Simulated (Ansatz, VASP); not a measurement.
Sc3Cr: VASP beside Ansatz

```xyz
4
Lattice="0.0000 3.5133 3.5133 3.5133 0.0000 3.5133 3.5133 3.5133 0.0000" Properties=species:S:1:pos:R:3 pbc="T T T"
Sc    1.7566    1.7566    1.7566
Sc    5.2699    5.2699    5.2699
Sc    3.5133    3.5133    3.5133
Cr    0.0000    0.0000    0.0000
```

Alike in both runs: task single point; functional PBE; k mesh 4 × 4 × 4; occupations gaussian, width 0.1 eV; collinear spin.

```csv
,VASP,Ansatz
version,VASP 6.6.1,Ansatz 0.2.0
potentials or method,"VASP PAW PBE potentials, release 64 (Sc_sv, Cr_pv), cutoff 520 eV","scalar-relativistic, plane waves, PAW"
valence electrons in the cell,45,47
```

Ansatz gave:

```
gap on the k mesh at the Fermi level (eV)                     : none
pressure (GPa)                                                : -1.2
net moment per atom (μB)                                      : 0.70
size of the moment on the site where the two differ most (μB) : 3.30
```

Problem. What did VASP give for the same quantities?

Solution. gap on the k mesh at the Fermi level (eV): none; pressure (GPa): -1.1; net moment per atom (μB): 0.70; size of the moment on the site where the two differ most (μB): 3.18.

Site moments also hang on the region over which each program counts them. A gap of «none» marks a metal or a gap that the smearing closes. The functional is the same, so the differences come from potentials, cutoffs and numerics. VASP's potentials hold 45 valence electrons a cell and Ansatz's 47, so a difference there can come from the potentials and not from the codes.

The k mesh is coarse, so the values compare programs but aren't converged.
